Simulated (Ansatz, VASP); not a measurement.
Two plane-wave programs on Si4Cl

The input INCAR:

```
PREC = Accurate
ENCUT = 600
EDIFF = 1E-6
ISMEAR = 0
SIGMA = 0.1
LREAL = False
LASPH = True
NELM = 100
ALGO = Normal
ISIF = 3
LWAVE = False
LCHARG = False
GGA = PE
IBRION = 2
NSW = 90
EDIFFG = -0.04
```

The input KPOINTS:

```
Automatic mesh
0
Gamma
  6 6 6
```

Contents of POSCAR:

```
Si4Cl
1.0
   -2.2297016900      2.2297016900      4.2158001100
    2.2297016900     -2.2297016900      4.2158001100
    2.2297016900      2.2297016900     -4.2158001100
Si Cl
4 1
Direct
    0.2450000000      0.2450000000      0.0000000000
    0.7550000000      0.7550000000      0.0000000000
    0.5000000000      0.0000000000      0.5000000000
    0.0000000000      0.5000000000      0.5000000000
    0.0000000000      0.0000000000      0.0000000000
```

Input for Ansatz:

```yaml
crystal:
  lattice:
    - [-2.22970169, 2.22970169, 4.21580011]
    - [2.22970169, -2.22970169, 4.21580011]
    - [2.22970169, 2.22970169, -4.21580011]
  atoms:
    - { symbol: Si, position: [0.245, 0.245, 0.0] }
    - { symbol: Si, position: [0.755, 0.755, 0.0] }
    - { symbol: Si, position: [0.5, 0.0, 0.5] }
    - { symbol: Si, position: [0.0, 0.5, 0.5] }
    - { symbol: Cl, position: [0.0, 0.0, 0.0] }
basis:
  ecutwfc: 420
kpoints:
  mp_grid: { grid: [6, 6, 6] }
hamiltonian:
  xc: pbe
scf:
  occupations: { method: gaussian, width: 0.1 }
  lower_state_search: "off"
output:
  forces: true
  stress: true
  eigenvalues: true
relax:
  adjacent_minimum: "off"
  f_tol: 0.04
  max_steps: 70
  cell: { stress_tol: 0.4 }
```

Change from the starting cell: species swapped into the PbF4 type (I4/mmm, No. 139).

Alike in both runs: task relaxation of cell and atoms; functional PBE; k mesh 6 × 6 × 6; occupations gaussian, width 0.1 eV; no spin polarisation.

|  | VASP | Ansatz |
| --- | --- | --- |
| version | VASP 6.6.1 | Ansatz 0.2.0 |
| potentials or method | VASP PAW PBE potentials, release 64 (Si, Cl), cutoff 600 eV | scalar-relativistic, plane waves, PAW |
| valence electrons in the cell | 23 | 23 |

VASP gave:

| Property | Result |
| --- | --- |
| gap on the k mesh at the Fermi level, each at its own relaxed structure (eV) | none |
| relaxed volume (Å³/atom) | 22.14 |
| relaxed cell length with the largest relative difference (Å) | 6.055 |

Problem. What did Ansatz give for the same quantities?

Solution. gap on the k mesh at the Fermi level, each at its own relaxed structure (eV): none; relaxed volume (Å³/atom): 21.76; relaxed cell length with the largest relative difference (Å): 5.986.

A gap of «none» marks a metal or a gap that the smearing closes.

Noted on VASP's run: the volume moved by over 15 % at a fixed basis, so the end points are rough.
